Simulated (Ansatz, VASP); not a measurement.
## One calculation of Bi, two programs

```
Bi
1.0
     4.40283    0.00000    0.00000
    -2.20142    3.81296    0.00000
     0.00000    0.00000   11.65156
Bi
2
Direct
  0.33333 0.66667 0.25000
  0.66667 0.33333 0.75000
```

Change from the starting cell: strain -0.030 along x and y, -0.015 along z, atoms carried along.

Alike in both runs: task single point; functional r2SCAN; k mesh 12 × 12 × 4; occupations gaussian, width 0.15 eV; no spin polarisation.

|  | VASP | Ansatz |
| --- | --- | --- |
| version | VASP 6.6.1 | Ansatz 0.2.0 |
| potentials or method | VASP PAW PBE potentials, release 64 (Bi_d), cutoff 520 eV | scalar-relativistic, plane waves, PAW |
| valence electrons in the cell | 30 | 30 |

Ansatz gave:

| Quantity | Value |
| --- | --- |
| gap on the k mesh at the Fermi level (eV) | none |
| pressure (GPa) | -3.9 |
| traceless stress, the component that is largest in VASP (GPa) | 3.43 |

**Question.** Estimate VASP's values.

**Answer.** gap on the k mesh at the Fermi level (eV): none; pressure (GPa): -3.9; traceless stress, the component that is largest in VASP (GPa): 3.42.

VASP's potentials were made for PBE, not for r2SCAN. A gap of «none» marks a metal or a gap that the smearing closes.

Spin-orbit coupling is off throughout.
